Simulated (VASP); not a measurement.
# Mg2GeN3 (R-3m) in VASP: single point with PBE

Aim: the single point of Mg2GeN3 with PBE.

All numbers are computed with VASP 6.6.1; they aren't measurements. Logs are shortened: lines on timing, memory, paths and dates and some standing lists are left out, and cuts for length are marked.

## (1) The cell of the first run

It takes space group R-3m (No. 166, trigonal). Conventional cell: a = 3.024 Å, b = 3.024 Å, c = 23.812 Å, α = 90.00°, β = 90.00°, γ = 120.00°. Within 2.8 Å of Mg (site symmetry 3m) lie 6 N at 2.13 to 2.39 Å and 1 Ge at 2.74 Å. Ge (site symmetry -3m) has 6 N at 2.06 Å and 2 Mg at 2.74 Å within 2.8 Å. Within 2.7 Å of N (site symmetry 3m) lie 3 Ge at 2.06 Å and 3 Mg at 2.39 Å. Within 2.9 Å of N (site symmetry -3m) lie 6 Mg at 2.13 Å and 2 N at 2.87 Å.

The cell was generated, and may not be a known phase.

## (2) Single point, PBE

File INCAR:

```
SYSTEM = Mg2GeN3
  ALGO = Normal
  EDIFF = 1E-7
  ENCUT = 520
  GGA = PE
  ISIF = 2
  ISMEAR = 0
  LASPH = .True.
  LCHARG = .False.
  LREAL = .False.
  LWAVE = .False.
  NBANDS = 26
  NELM = 100
  PREC = Accurate
  SIGMA = 0.1
```

File KPOINTS:

```
k-points
0
Gamma
  12 12 12
  0 0 0
```

File POSCAR:

```
Mg2GeN3
1.0
    1.5117701545      0.8728209056      7.9371736899
   -1.5117701545      0.8728209056      7.9371736899
    0.0000000000     -1.7456418113      7.9371736898
Mg Ge N
2 1 3
Direct
    0.1150800835      0.1150800835      0.1150800835
    0.8849199165      0.8849199165      0.8849199165
    0.0000000000      0.0000000000      0.0000000000
    0.3795937592      0.3795937592      0.3795937592
    0.6204062408      0.6204062408      0.6204062408
    0.5000000000      0.5000000000      0.5000000000
```

Potentials or basis: VASP PAW PBE potentials, release 64 (Mg, Ge_d, N).

The run is started by

```bash
$ cat potpaw_PBE.64/Mg/POTCAR potpaw_PBE.64/Ge_d/POTCAR potpaw_PBE.64/N/POTCAR > POTCAR
$ mpirun -np 1 vasp_std > vasp.out
```

OUTCAR:

```text
SYSTEM = Mg2GeN3
   EDIFF = 1E-7
   ENCUT = 520
   GGA = PE
   ISIF = 2
   ISMEAR = 0
   LASPH = .True.
   LREAL = .False.
   NELM = 100
   PREC = Accurate

 ion  position               nearest neighbor table
   1  0.115  0.115  0.115-   6 2.13   6 2.13   6 2.13   4 2.39   4 2.39   4 2.39   3 2.74   2 3.01
                             2 3.01   2 3.01
   2  0.885  0.885  0.885-   6 2.13   6 2.13   6 2.13   5 2.39   5 2.39   5 2.39   3 2.74   1 3.01
                             1 3.01   1 3.01
   3  0.000  0.000  0.000-   5 2.06   5 2.06   4 2.06   4 2.06   5 2.06   4 2.06   2 2.74   1 2.74

   4  0.380  0.380  0.380-   3 2.06   3 2.06   3 2.06   1 2.39   1 2.39   1 2.39
   5  0.620  0.620  0.620-   3 2.06   3 2.06   3 2.06   2 2.39   2 2.39   2 2.39
   6  0.500  0.500  0.500-   1 2.13   1 2.13   2 2.13   2 2.13   1 2.13   2 2.13

  LATTYP: Found a trigonal (rhomboedric) cell.
 ALAT       =     8.1268684939
 COS(alpha) =     0.9307921965

  Lattice vectors:

 A1 = (   1.5117701545,   0.8728209056,   7.9371736899)
 A2 = (  -1.5117701545,   0.8728209056,   7.9371736899)
 A3 = (   0.0000000000,  -1.7456418113,   7.9371736898)

Analysis of symmetry for initial positions (statically):
=====================================================================
 Subroutine PRICEL returns:
 Original cell was already a primitive cell.

 Routine SETGRP: Setting up the symmetry group for a
 trigonal (rhombohedral) supercell.

 Subroutine GETGRP returns: Found 12 space group operations
 (whereof 12 operations were pure point group operations)
 out of a pool of 12 trial point group operations.

The static configuration has the point symmetry D_3d.

Analysis of symmetry for dynamics (positions and initial velocities):
=====================================================================
 Subroutine PRICEL returns:
 Original cell was already a primitive cell.

 Routine SETGRP: Setting up the symmetry group for a
 trigonal (rhombohedral) supercell.

 Subroutine GETGRP returns: Found 12 space group operations
 (whereof 12 operations were pure point group operations)
 out of a pool of 12 trial point group operations.

The dynamic configuration has the point symmetry D_3d.

 Subroutine INISYM returns: Found 12 space group operations
 (whereof 12 operations are pure point group operations),
 and found     1 'primitive' translations

----------------------------------------------------------------------------------------

                                     Primitive cell

  volume of cell :      62.8388

  direct lattice vectors                    reciprocal lattice vectors
     1.511770154  0.872820906  7.937173690     0.330738108  0.190951735  0.041996477
    -1.511770154  0.872820906  7.937173690    -0.330738108  0.190951735  0.041996477
     0.000000000 -1.745641811  7.937173690     0.000000000 -0.381903471  0.041996477

  length of vectors
     8.126868494  8.126868494  8.126868494     0.384205629  0.384205629  0.384205629

  position of ions in fractional coordinates (direct lattice)
     0.115080083  0.115080083  0.115080083
     0.884919917  0.884919917  0.884919917
     0.000000000  0.000000000  0.000000000
     0.379593759  0.379593759  0.379593759
     0.620406241  0.620406241  0.620406241
     0.500000000  0.500000000  0.500000000

  ion indices of the primitive-cell ions
   primitive index   ion index
                 1           1
                 2           2
                 3           3
                 4           4
                 5           5
                 6           6

----------------------------------------------------------------------------------------

 KPOINTS: k-points

Automatic generation of k-mesh.
 Grid dimensions read from file:
 generate k-points for:   12   12   12

 Generating k-lattice:

  Cartesian coordinates                     Fractional coordinates (reciprocal lattice)
     0.027561509  0.015912645  0.003499706     0.083333333  0.000000000  0.000000000
    -0.027561509  0.015912645  0.003499706     0.000000000  0.083333333  0.000000000
     0.000000000 -0.031825289  0.003499706     0.000000000  0.000000000  0.083333333

  Length of vectors
     0.032017136  0.032017136  0.032017136

  Shift w.r.t. Gamma in fractional coordinates (k-lattice)
     0.000000000  0.000000000  0.000000000

 Subroutine IBZKPT returns following result:
 ===========================================

 Found    189 irreducible k-points:

 Following reciprocal coordinates:
            Coordinates               Weight
  0.000000  0.000000  0.000000      1.000000
  0.083333 -0.000000 -0.000000      6.000000
  0.166667  0.000000  0.000000      6.000000
  0.250000  0.000000  0.000000      6.000000
  0.333333  0.000000 -0.000000      6.000000
  0.416667  0.000000 -0.000000      6.000000
[... 16 lines left out ...]
  0.500000  0.166667 -0.000000     12.000000
 -0.416667  0.166667  0.000000     12.000000
 [... further k-points ...]
   k-points           NKPTS =    189   k-points in BZ     NKDIM =    189   number of bands    NBANDS=     26
   number of dos      NEDOS =    301   number of ions     NIONS =      6
   total plane-waves  NPLWV = 216000
   dimension x,y,z NGX =    60 NGY =   60 NGZ =   60
   dimension x,y,z NGXF=   120 NGYF=  120 NGZF=  120
   ions per type =               2   1   3
   NGX,Y,Z   is equivalent  to a cutoff of  12.27, 12.27, 12.27 a.u.
   NGXF,Y,Z  is equivalent  to a cutoff of  24.55, 24.55, 24.55 a.u.
 SYSTEM =  Mg2GeN3
   PREC   = accura    normal or accurate (medium, high low for compatibility)
   ISTART =      0    job   : 0-new  1-cont  2-samecut
   ICHARG =      2    charge: 1-file 2-atom 10-const
   ISPIN  =      1    spin polarized calculation?
   LNONCOLLINEAR =      F non collinear calculations
   LSORBIT =      F    spin-orbit coupling
   LASPH  =      T    aspherical Exc in radial PAW
   ENCUT  =  520.0 eV  38.22 Ry    6.18 a.u.  15.11 15.11 15.11*2*pi/ulx,y,z
   NELM   =    100;   NELMIN=  2; NELMDL= -5     # of ELM steps
   EDIFF  = 0.1E-06   stopping-criterion for ELM
   LREAL  =      F    real-space projection
   EDIFFG = 0.1E-05   stopping-criterion for IOM
   NSW    =      0    number of steps for IOM
   IBRION =     -1    ionic relax: 0-MD 1-quasi-New 2-CG
   NFREE  =      0    steps in history (QN), initial steepest desc. (CG)
   ISIF   =      2    stress and relaxation
   ISYM   =      2    0-nonsym 1-usesym 2-fastsym
   POTIM  = 0.5000    time-step for ionic-motion
   TEBEG  =    0.0;   TEEND  =   0.0 temperature during run
   PSTRESS=    0.0 pullay stress
   NELECT =      33.0000    total number of electrons
   NUPDOWN=      -1.0000    fix difference up-down
   EMIN   =  10.00;   EMAX   =-10.00  energy-range for DOS
   EFERMI =   0.00;   METHOD = LEGACY
   ISMEAR =     0;   SIGMA  =   0.10  broadening in eV -4-tet -1-fermi 0-gaus
   EFERMI_NEDOS =   21; number of points for ismear=-14 and -15
   IALGO  =     38    algorithm
   IMIX   =      4    mixing-type and parameters
     AMIX     =   0.40;   BMIX     =  1.00
     AMIX_MAG =   1.60;   BMIX_MAG =  1.00
  volume/ion in A,a.u.               =      10.47        70.68
  Fermi-wavevector in a.u.,A,eV,Ry     =   1.320799  2.495949 23.735507  1.744511
  Thomas-Fermi vector in A             =   2.450599
   LORBIT       =      0    0 simple, 1 ext, 2 COOP (PROOUT), +10 PAW based schemes
   GGA     = PE    functional components
   LHFCALC =     F    Hartree Fock is set to
   AEXX    =    0.0000 exact exchange contribution
   IVDW    =     0    specifies the selected vdW correction
   LEPSILON=     F    determine dielectric tensor
   LRPA    =     F    only Hartree local field effects (RPA)
 non-spin polarized calculation
 Gauss-broadening in eV      SIGMA  =   0.10
  energy-cutoff  :      520.00
  volume of cell :       62.84
 maximum number of plane-waves:      1716
   NGX = 31   NGY = 31   NGZ = 31

 number of electron      33.0000000 magnetization

 Free energy of the ion-electron system (eV)
  ---------------------------------------------------
  ext. energy  EPLUGINS =         0.00000000
  ---------------------------------------------------
  free energy    TOTEN  =       -33.13874712 eV

  energy without entropy =      -33.11673801  energy(sigma->0) =      -33.12774256

 E-fermi :   5.3374     XC(G=0): -11.3266

 val. band max:        5.3302818255   @ k =  -0.4167   0.0833   0.0833
 cond. band min:       5.3410228407   @ k =  -0.4167   0.3333   0.3333
 fundamental gap:      0.0107410151
 Fermi energy:         5.3373697131

 k-point     1 :       0.0000    0.0000    0.0000
  band No.  band energies     occupation
      1     -18.8331      2.00000
      2     -18.8166      2.00000
      3     -18.8166      2.00000
      4     -18.7533      2.00000
      5     -18.7533      2.00000
      6     -11.6824      2.00000
[... 18 lines left out ...]
     25      17.9890      0.00000
     26      18.8817      0.00000

 k-point     2 :       0.0833   -0.0000   -0.0000
  band No.  band energies     occupation
      1     -18.8300      2.00000
      2     -18.8210      2.00000
      3     -18.8113      2.00000
      4     -18.7574      2.00000
      5     -18.7534      2.00000
      6     -11.5655      2.00000
[... 18 lines left out ...]
     25      17.7616      0.00000
     26      17.8068      0.00000

 k-point     3 :       0.1667    0.0000    0.0000
  band No.  band energies     occupation
      1     -18.8422      2.00000
      2     -18.8138      2.00000
      3     -18.7985      2.00000
      4     -18.7668      2.00000
      5     -18.7521      2.00000
      6     -11.2186      2.00000
[... 572 lines left out ...]
 k-point    23 :       0.5000    0.1667   -0.0000
  band No.  band energies     occupation
      1     -18.8933      2.00000
      2     -18.8059      2.00000
      3     -18.7934      2.00000
      4     -18.7614      2.00000
      5     -18.7225      2.00000
      6      -8.8313      2.00000
[... 18 lines left out ...]
     25      16.2030      0.00000
     26      17.7432      0.00000

 k-point    24 :      -0.4167    0.1667    0.0000
  band No.  band energies     occupation
      1     -18.8979      2.00000
      2     -18.8061      2.00000
      3     -18.7959      2.00000
      4     -18.7541      2.00000
      5     -18.7228      2.00000
      6      -8.3634      2.00000
[... 18 lines left out ...]
     25      15.9507      0.00000
     26      18.0521      0.00000

 [... further k-points ...]

------------------------ aborting loop because EDIFF is reached ----------------------------------------

  FORCE on cell =-STRESS in cart. coord.  units (eV):
  Direction    XX          YY          ZZ          XY          YZ          ZX
  --------------------------------------------------------------------------------------
  -------------------------------------------------------------------------------------
  Total       -0.0907085     -0.0907085     -0.1189551      0.0000000     -0.0000000      0.0000000
  in kB       -2.3127600     -2.3127600     -3.0329525      0.0000000     -0.0000000      0.0000000
  external PRESSURE =      -2.5528242 kB  Pullay stress =       0.0000000 kB

 VOLUME and BASIS-vectors are now :
 -----------------------------------------------------------------------------
  energy-cutoff  :      520.00
  volume of cell :       62.84
      direct lattice vectors                 reciprocal lattice vectors
     1.511770154  0.872820906  7.937173690     0.330738108  0.190951735  0.041996477
    -1.511770154  0.872820906  7.937173690    -0.330738108  0.190951735  0.041996477
     0.000000000 -1.745641811  7.937173690     0.000000000 -0.381903471  0.041996477

 POSITION                                       TOTAL-FORCE (eV/Angst)
 -----------------------------------------------------------------------------------
      0.00000     -0.00000      2.74023         0.000000      0.000000     -0.004854
      0.00000     -0.00000     21.07129         0.000000     -0.000000      0.004854
      0.00000      0.00000      0.00000        -0.000000      0.000000      0.000000
      0.00000     -0.00000      9.03870         0.000000     -0.000000      0.035538
      0.00000     -0.00000     14.77282         0.000000      0.000000     -0.035538
      0.00000     -0.00000     11.90576         0.000000      0.000000      0.000000
 -----------------------------------------------------------------------------------
    total drift:                                0.000000      0.000000      0.000000

  FREE ENERGIE OF THE ION-ELECTRON SYSTEM (eV)
  ---------------------------------------------------
  free  energy   TOTEN  =       -33.1387471239 eV

  energy  without entropy=      -33.1167380059  energy(sigma->0) =      -33.12774256
```

Run time: 13 min. Hardware: 1 thread of Intel Xeon 6975P-C (Granite Rapids), shared host; peak memory 0.69 GiB.

What came out:

```yaml
Free_energy: -33.1387 eV
Pressure: -0.3 GPa
Largest_force: 0.036 eV/Å
Band_gap_on_the_k_mesh: zero (an odd number of electrons rules out a gap without spin polarisation)
```

Forces on the atoms (eV/Å):
```
Mg   0.000  0.000 -0.005
Mg   0.000  0.000  0.005
Ge   0.000  0.000  0.000
N    0.000  0.000  0.036
N    0.000  0.000 -0.036
N    0.000  0.000  0.000
```
